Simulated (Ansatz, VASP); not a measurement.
**One calculation of In, two programs**

INCAR

```
SYSTEM = In
PREC = Accurate
ENCUT = 600
EDIFF = 1E-6
ISMEAR = -1
SIGMA = 0.1
LREAL = .False.
LASPH = .True.
NELM = 80
ALGO = Normal
ISIF = 3
LWAVE = .False.
LCHARG = .False.
GGA = RE
IBRION = 2
NSW = 80
EDIFFG = -0.01
```

File KPOINTS:

```
Automatic mesh
0
Gamma
  11 11 3
  0 0 0
```

File POSCAR:

```
In
1.0
    3.3313943041      0.0000000000      0.0000000000
   -1.6656971520      2.8850720974      0.0000000000
    0.0000000000      0.0000000000     10.8803337972
In
4
Direct
    0.0000000000      0.0000000000      0.0000000000
    0.0000000000      0.0000000000      0.5000000000
    0.3333333333      0.6666666667      0.2500000000
    0.6666666667      0.3333333333      0.7500000000
```

Input for Ansatz:

```yaml
crystal:
  lattice:
    - [3.3313943041, 0.0, 0.0]
    - [-1.665697152, 2.8850720974, 0.0]
    - [0.0, 0.0, 10.8803337972]
  atoms:
    - { symbol: In, position: [0.0, 0.0, 0.0] }
    - { symbol: In, position: [0.0, 0.0, 0.5] }
    - { symbol: In, position: [0.3333333333, 0.6666666667, 0.25] }
    - { symbol: In, position: [0.6666666667, 0.3333333333, 0.75] }
hamiltonian:
  xc: revpbe
  pseudopotentials:
    kind: paw
    azcp:
      In: "pseudopotentials/In.paw.azcp"
basis:
  ecutwfc: 420
  fft_grid_basis: typed
kpoints:
  mp_grid: { grid: [11, 11, 3], shift: [0, 0, 0] }
magnetization:
  spin_polarized: false
scf:
  occupations: { method: fermi_dirac, width: 0.1 }
relax:
  max_steps: 60
  f_tol: 0.01
  cell: {}
output:
  write_density: true
  write_potential: true
  elf: true
  volumetric_format: npy
```

Alike in both runs: task relaxation of cell and atoms; functional revPBE; k mesh 11 × 11 × 3; occupations fermi-dirac, width 0.1 eV; no spin polarisation.

|  | VASP | Ansatz |
| --- | --- | --- |
| version | VASP 6.6.1 | Ansatz 0.2.0 |
| potentials or method | VASP PAW PBE potentials, release 64 (In_d), cutoff 600 eV | plane waves (420 eV) with PAW, scalar-relativistic |
| valence electrons in the cell | 52 | 52 |

|  | VASP | Ansatz | Ansatz less VASP |
| --- | --- | --- | --- |
| relaxed volume (Å³/atom) | 28.43 | 28.44 | +0.013 |
| relaxed cell length with the largest relative difference (Å) | 11.142 | 11.149 | +0.0071 |

VASP's potentials were made for PBE, not for revPBE.
